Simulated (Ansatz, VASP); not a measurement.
**PtSe2: VASP beside Ansatz**

The input INCAR:

```
SYSTEM = PtSe2
PREC     = Accurate       ! precision mode
ENCUT    = 520            ! plane-wave cutoff, eV
EDIFF    = 1E-6           ! SCF threshold, eV
ISMEAR   = 0              ! smearing method
SIGMA    = 0.05           ! smearing width, eV
LREAL    = .False.        ! projectors in reciprocal space
LASPH    = .True.         ! aspherical terms in the spheres
NELM     = 100            ! most SCF steps
ALGO     = Normal         ! electronic algorithm
ISIF     = 2              ! what is computed and relaxed
LWAVE    = .False.        ! write WAVECAR
LCHARG   = .True.         ! write CHGCAR
LDIPOL   = .True.       
IDIPOL   = 3            
DIPOL    = 0.5 0.5 0.382
GGA      = PE             ! functional
IVDW     = 12             ! dispersion correction
LELF     = .True.         ! ELF
LVHAR    = .True.       
LVACPOTAV= .True.       
NBANDS   = 31             ! bands
```

File KPOINTS:

```
Automatic mesh
0
Gamma
  9 9 1
  0 0 0
```

File POSCAR:

```
PtSe2
1.0
    3.7070358307      0.0000000000      0.0000000000
   -1.8535179153      3.2103872021      0.0000000000
    0.0000000000      0.0000000000     22.7981611688
Se Pt
4 2
Direct
    0.6666666667      0.3333333333      0.1973843402
    0.3333333333      0.6666666667      0.3135814565
    0.6666666667      1.3333333333      0.4499959672
    1.0000000000      1.0000000000      0.5661930834
    0.0000000000      0.0000000000      0.2554828983
    1.3333333333      1.6666666667      0.5080945253
```

Input for Ansatz:

```yaml
crystal:
  lattice:
    - [3.7070358035, 0.0, 0.0]
    - [-1.8535179017, 3.2103871786, 0.0]
    - [0.0, 0.0, 22.7981617435]
  atoms:
    - { symbol: Se, position: [0.6666666667, 0.3333333333, 0.1973843352] }
    - { symbol: Pt, position: [0.0, 0.0, 0.2554828982] }
    - { symbol: Se, position: [0.3333333333, 0.6666666667, 0.3135814612] }
    - { symbol: Se, position: [0.6666666667, 1.3333333333, 0.4499959684] }
    - { symbol: Pt, position: [1.3333333333, 1.6666666667, 0.5080945314] }
    - { symbol: Se, position: [1.0, 1.0, 0.5661930944] }
basis:
  ecutwfc: 420
kpoints:
  mp_grid: { grid: [9, 9, 1] }
hamiltonian:
  xc: pbe
  pseudopotentials: { kind: paw, azcp: { folder: soft_1 } }
  dispersion: d3bj
scf:
  occupations: { method: gaussian, width: 0.05 }
output:
  forces: true
  eigenvalues: true
efield:
  axis: 3
  dipole_correction: true
  ramp_width: 0.04
```

Alike in both runs: task single point; functional PBE; dispersion D3(BJ); k mesh 9 × 9 × 1; occupations gaussian, width 0.05 eV; no spin polarisation.

```csv
,VASP,Ansatz
version,VASP 6.6.1,Ansatz 0.2.0
potentials or method,"VASP PAW PBE potentials, release 64 (Se, Pt), cutoff 520 eV","scalar-relativistic, plane waves, PAW"
valence electrons in the cell,44,100
```

```csv
,VASP,Ansatz,Ansatz less VASP
gap on the k mesh at the Fermi level (eV),0.82,0.82,+0.008
least direct gap on the mesh (eV),1.15,1.16,+0.007
rms of the force components (eV/Å),0.040,0.040,+0.0001
```

VASP's potentials hold 44 valence electrons a cell and Ansatz's 100, so a difference there can come from the potentials and not from the codes.

Spin-orbit coupling is off throughout.
